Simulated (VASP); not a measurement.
# HfH2 (I4mm) in VASP: single point with PBEsol

Aim: the single point of HfH2 with PBEsol.

All numbers are computed with VASP 6.6.1; they aren't measurements. Logs are shortened: lines on timing, memory, paths and dates and some standing lists are left out, and cuts for length are marked.

## Step 1: The cell of the first run

It takes space group I4mm (No. 107, tetragonal). Conventional cell: a = 3.478 Å, b = 3.478 Å, c = 4.361 Å, α = 90.00°, β = 90.00°, γ = 90.00°. Hf (site symmetry 4mm) has 8 H at 1.94 to 2.18 Å within 2.6 Å. Within 2.6 Å of H (site symmetry 2mm) lie 4 Hf at 1.94 to 2.18 Å and 6 H at 2.18 to 2.46 Å.

## Step 2: Single point, PBEsol (one atom moved)

INCAR

```
ALGO = Normal
EDIFF = 1E-6
ENCUT = 520
GGA = PS
ISIF = 2
ISMEAR = 0
LASPH = T
LCHARG = T
LELF = T
LREAL = F
LVHAR = T
LWAVE = F
NBANDS = 13
NELM = 60
PREC = Accurate
SIGMA = 0.1
```

KPOINTS

```
k-points
0
Gamma
  14 14 14
```

POSCAR

```
HfH2
1.0
   -1.7390000000      1.7390000000      2.1805000000
    1.7390000000     -1.7390000000      2.1805000000
    1.7390000000      1.7390000000     -2.1805000000
Hf H
1 2
Direct
    0.0515936712      0.0515936712      0.0000000000
    0.7500000000      0.2500000000      0.5000000000
    0.2500000000      0.7500000000      0.5000000000
```

Potentials or basis: VASP PAW PBE potentials, release 64 (Hf_pv, H).

Started as:

```bash
> cat potpaw_PBE.64/Hf_pv/POTCAR potpaw_PBE.64/H/POTCAR > POTCAR
> mpirun -np 1 vasp_std > vasp.out
```

OUTCAR:

```text
EDIFF = 1E-6
   ENCUT = 520
   GGA = PS
   ISIF = 2
   ISMEAR = 0
   LASPH = T
   LREAL = F
   NELM = 60
   PREC = Accurate

 ion  position               nearest neighbor table
   1  0.052  0.052  0.000-   2 1.94   3 1.94   2 1.94   3 1.94   2 2.18   3 2.18   2 2.18   3 2.18

   2  0.750  0.250  0.500-   1 1.94   1 1.94   1 2.18   1 2.18
   3  0.250  0.750  0.500-   1 1.94   1 1.94   1 2.18   1 2.18

  LATTYP: Found a body centered tetragonal cell.
 ALAT       =     3.4780000000
 C/A-ratio  =     1.2538815411

  Lattice vectors:

 A1 = (  -1.7390000000,   1.7390000000,   2.1805000000)
 A2 = (   1.7390000000,  -1.7390000000,   2.1805000000)
 A3 = (   1.7390000000,   1.7390000000,  -2.1805000000)

Analysis of symmetry for initial positions (statically):
=====================================================================
 Subroutine PRICEL returns:
 Original cell was already a primitive cell.

 Routine SETGRP: Setting up the symmetry group for a
 body centered tetragonal supercell.

 Subroutine GETGRP returns: Found  8 space group operations
 (whereof  8 operations were pure point group operations)
 out of a pool of 16 trial point group operations.

The static configuration has the point symmetry C_4v.

Analysis of symmetry for dynamics (positions and initial velocities):
=====================================================================
 Subroutine PRICEL returns:
 Original cell was already a primitive cell.

 Routine SETGRP: Setting up the symmetry group for a
 body centered tetragonal supercell.

 Subroutine GETGRP returns: Found  8 space group operations
 (whereof  8 operations were pure point group operations)
 out of a pool of 16 trial point group operations.

The dynamic configuration has the point symmetry C_4v.

 Subroutine INISYM returns: Found  8 space group operations
 (whereof  8 operations are pure point group operations),
 and found     1 'primitive' translations

----------------------------------------------------------------------------------------

                                     Primitive cell

  volume of cell :      26.3764

  direct lattice vectors                    reciprocal lattice vectors
    -1.739000000  1.739000000  2.180500000     0.000000000  0.287521564  0.229305205
     1.739000000 -1.739000000  2.180500000     0.287521564  0.000000000  0.229305205
     1.739000000  1.739000000 -2.180500000     0.287521564  0.287521564  0.000000000

  length of vectors
     3.286764709  3.286764709  3.286764709     0.367762868  0.367762868  0.406616895

  position of ions in fractional coordinates (direct lattice)
     0.051593671  0.051593671  0.000000000
     0.750000000  0.250000000  0.500000000
     0.250000000  0.750000000  0.500000000

  ion indices of the primitive-cell ions
   primitive index   ion index
                 1           1
                 2           2
                 3           3

----------------------------------------------------------------------------------------

 KPOINTS: k-points

Automatic generation of k-mesh.
 Grid dimensions read from file:
 generate k-points for:   14   14   14

 Generating k-lattice:

  Cartesian coordinates                     Fractional coordinates (reciprocal lattice)
     0.000000000  0.020537255  0.016378943     0.071428571  0.000000000 -0.000000000
     0.020537255  0.000000000  0.016378943     0.000000000  0.071428571 -0.000000000
     0.020537255  0.020537255  0.000000000     0.000000000  0.000000000  0.071428571

  Length of vectors
     0.026268776  0.026268776  0.029044064

  Shift w.r.t. Gamma in fractional coordinates (k-lattice)
     0.000000000  0.000000000  0.000000000

 Subroutine IBZKPT returns following result:
 ===========================================

 Found    244 irreducible k-points:

 Following reciprocal coordinates:
            Coordinates               Weight
  0.000000  0.000000  0.000000      1.000000
  0.071429  0.000000 -0.000000      8.000000
  0.142857  0.000000 -0.000000      8.000000
  0.214286  0.000000 -0.000000      8.000000
  0.285714  0.000000  0.000000      8.000000
  0.357143  0.000000 -0.000000      8.000000
[... 16 lines left out ...]
  0.214286  0.142857  0.000000     16.000000
  0.285714  0.142857 -0.000000     16.000000
 [... further k-points ...]
   k-points           NKPTS =    244   k-points in BZ     NKDIM =    244   number of bands    NBANDS=     13
   number of dos      NEDOS =    301   number of ions     NIONS =      3
   total plane-waves  NPLWV =  13824
   dimension x,y,z NGX =    24 NGY =   24 NGZ =   24
   dimension x,y,z NGXF=    48 NGYF=   48 NGZF=   48
   ions per type =               1   2
   NGX,Y,Z   is equivalent  to a cutoff of  12.14, 12.14, 12.14 a.u.
   NGXF,Y,Z  is equivalent  to a cutoff of  24.28, 24.28, 24.28 a.u.
 SYSTEM =  unknown system
   PREC   = accura    normal or accurate (medium, high low for compatibility)
   ISTART =      0    job   : 0-new  1-cont  2-samecut
   ICHARG =      2    charge: 1-file 2-atom 10-const
   ISPIN  =      1    spin polarized calculation?
   LNONCOLLINEAR =      F non collinear calculations
   LSORBIT =      F    spin-orbit coupling
   LASPH  =      T    aspherical Exc in radial PAW
   ENCUT  =  520.0 eV  38.22 Ry    6.18 a.u.   6.11  6.11  6.11*2*pi/ulx,y,z
   NELM   =     60;   NELMIN=  2; NELMDL= -5     # of ELM steps
   EDIFF  = 0.1E-05   stopping-criterion for ELM
   LREAL  =      F    real-space projection
   EDIFFG = 0.1E-04   stopping-criterion for IOM
   NSW    =      0    number of steps for IOM
   IBRION =     -1    ionic relax: 0-MD 1-quasi-New 2-CG
   NFREE  =      0    steps in history (QN), initial steepest desc. (CG)
   ISIF   =      2    stress and relaxation
   ISYM   =      2    0-nonsym 1-usesym 2-fastsym
   POTIM  = 0.5000    time-step for ionic-motion
   TEBEG  =    0.0;   TEEND  =   0.0 temperature during run
   PSTRESS=    0.0 pullay stress
   NELECT =      12.0000    total number of electrons
   NUPDOWN=      -1.0000    fix difference up-down
   EMIN   =  10.00;   EMAX   =-10.00  energy-range for DOS
   EFERMI =   0.00;   METHOD = LEGACY
   ISMEAR =     0;   SIGMA  =   0.10  broadening in eV -4-tet -1-fermi 0-gaus
   EFERMI_NEDOS =   21; number of points for ismear=-14 and -15
   IALGO  =     38    algorithm
   IMIX   =      4    mixing-type and parameters
     AMIX     =   0.40;   BMIX     =  1.00
     AMIX_MAG =   1.60;   BMIX_MAG =  1.00
  volume/ion in A,a.u.               =       8.79        59.33
  Fermi-wavevector in a.u.,A,eV,Ry     =   1.259109  2.379372 21.570088  1.585357
  Thomas-Fermi vector in A             =   2.392686
   LORBIT       =      0    0 simple, 1 ext, 2 COOP (PROOUT), +10 PAW based schemes
   GGA     = PS    functional components
   LHFCALC =     F    Hartree Fock is set to
   AEXX    =    0.0000 exact exchange contribution
   IVDW    =     0    specifies the selected vdW correction
   LEPSILON=     F    determine dielectric tensor
   LRPA    =     F    only Hartree local field effects (RPA)
 non-spin polarized calculation
 Gauss-broadening in eV      SIGMA  =   0.10
  energy-cutoff  :      520.00
  volume of cell :       26.38
 maximum number of plane-waves:       740
   NGX = 13   NGY = 13   NGZ = 13

 number of electron      12.0000004 magnetization

 Free energy of the ion-electron system (eV)
  ---------------------------------------------------
  ext. energy  EPLUGINS =         0.00000000
  ---------------------------------------------------
  free energy    TOTEN  =       -18.54371893 eV

  energy without entropy =      -18.54037648  energy(sigma->0) =      -18.54204771

 E-fermi :   5.1889     XC(G=0): -11.5218

 val. band max:        5.1733522571   @ k =  -0.0714   0.1429   0.0714
 cond. band min:       5.2131136113   @ k =  -0.0714   0.3571   0.0714
 fundamental gap:      0.0397613542
 Fermi energy:         5.1888769444

 k-point     1 :       0.0000    0.0000    0.0000
  band No.  band energies     occupation
      1     -25.6957      2.00000
      2     -25.6957      2.00000
      3     -25.6511      2.00000
      4      -6.0196      2.00000
      5       2.9092      2.00000
      6       4.7981      2.00000
      7       4.7981      2.00000
      8       6.8482      0.00000
      9       7.0718      0.00000
     10       8.2735      0.00000
     11      16.7345      0.00000
     12      16.9826      0.00000
     13      16.9826      0.00000

 k-point     2 :       0.0714    0.0000   -0.0000
  band No.  band energies     occupation
      1     -25.7181      2.00000
      2     -25.7014      2.00000
      3     -25.6605      2.00000
      4      -5.8786      2.00000
      5       2.4620      2.00000
      6       4.8618      2.00000
      7       4.9417      1.99953
      8       7.0278      0.00000
      9       7.3854      0.00000
     10       8.1753      0.00000
     11      15.7702      0.00000
     12      17.2843      0.00000
     13      17.7093      0.00000

 k-point     3 :       0.1429    0.0000   -0.0000
  band No.  band energies     occupation
      1     -25.7953      2.00000
      2     -25.7174      2.00000
      3     -25.6714      2.00000
      4      -5.4750      2.00000
      5       1.6146      2.00000
      6       4.9852      1.99603
      7       5.2258      0.60111
      8       7.0041      0.00000
      9       7.8867      0.00000
     10       8.6629      0.00000
     11      14.6507      0.00000
     12      17.6750      0.00000
     13      18.1350      0.00000
[... 305 lines left out ...]
 k-point    23 :       0.2143    0.1429    0.0000
  band No.  band energies     occupation
      1     -26.0218      2.00000
      2     -25.8135      2.00000
      3     -25.6976      2.00000
      4      -3.9150      2.00000
      5      -0.1353      2.00000
      6       4.6958      2.00000
      7       6.0177      0.00000
      8       7.0265      0.00000
      9       8.8409      0.00000
     10      11.6009      0.00000
     11      13.3517      0.00000
     12      15.2925      0.00000
     13      17.7047      0.00000

 k-point    24 :       0.2857    0.1429   -0.0000
  band No.  band energies     occupation
      1     -26.1120      2.00000
      2     -25.8465      2.00000
      3     -25.7100      2.00000
      4      -3.2396      2.00000
      5      -0.4554      2.00000
      6       4.3863      2.00000
      7       6.0922      0.00000
      8       7.4170      0.00000
      9       9.6241      0.00000
     10      11.6571      0.00000
     11      13.1218      0.00000
     12      14.2180      0.00000
     13      17.5980      0.00000

 [... further k-points ...]
[... 5 lines left out ...]
  --------------------------------------------------------------------------------------
  -------------------------------------------------------------------------------------
  Total       -0.3179725     -0.3179725     -1.0132983      0.0000000     -0.0000000      0.0000000
  in kB      -19.3145628    -19.3145628    -61.5506502      0.0000000     -0.0000000      0.0000000
  external PRESSURE =     -33.3932586 kB  Pullay stress =       0.0000000 kB

 VOLUME and BASIS-vectors are now :
 -----------------------------------------------------------------------------
  energy-cutoff  :      520.00
  volume of cell :       26.38
      direct lattice vectors                 reciprocal lattice vectors
    -1.739000000  1.739000000  2.180500000     0.000000000  0.287521564  0.229305205
     1.739000000 -1.739000000  2.180500000     0.287521564  0.000000000  0.229305205
     1.739000000  1.739000000 -2.180500000     0.287521564  0.287521564  0.000000000

 POSITION                                       TOTAL-FORCE (eV/Angst)
 -----------------------------------------------------------------------------------
      0.00000      0.00000      0.22500        -0.000000     -0.000000     -1.979611
     -0.00000      1.73900      1.09025        -0.000000     -0.000000      0.989805
      1.73900     -0.00000      1.09025         0.000000      0.000000      0.989805
 -----------------------------------------------------------------------------------
    total drift:                               -0.000000     -0.000000     -0.000026

  FREE ENERGIE OF THE ION-ELECTRON SYSTEM (eV)
  ---------------------------------------------------
  free  energy   TOTEN  =       -18.5437189325 eV

  energy  without entropy=      -18.5403764778  energy(sigma->0) =      -18.54204771
```

It took 30 s on 1 thread of Intel Xeon Platinum 8488C (Sapphire Rapids), shared host; peak memory 0.2 GiB.

What came out:

- Free energy: -18.5437 eV
- Pressure: -3.3 GPa
- Largest force: 1.980 eV/Å
- Band gap on the k mesh: zero (band 6 reaches 5.66 eV, above the bottom of band 7 at 4.80 eV)

Forces in eV/Å, atoms in the order of the input:
```
Hf   0.000  0.000 -1.980
H    0.000  0.000  0.990
H    0.000  0.000  0.990
```

Caveat: the cell differs from its parent crystal (one atom moved); the PAW data sets were made with another functional, which shifts forces and pressure a little; spin-orbit coupling is left out, which moves the levels of the heavy elements.
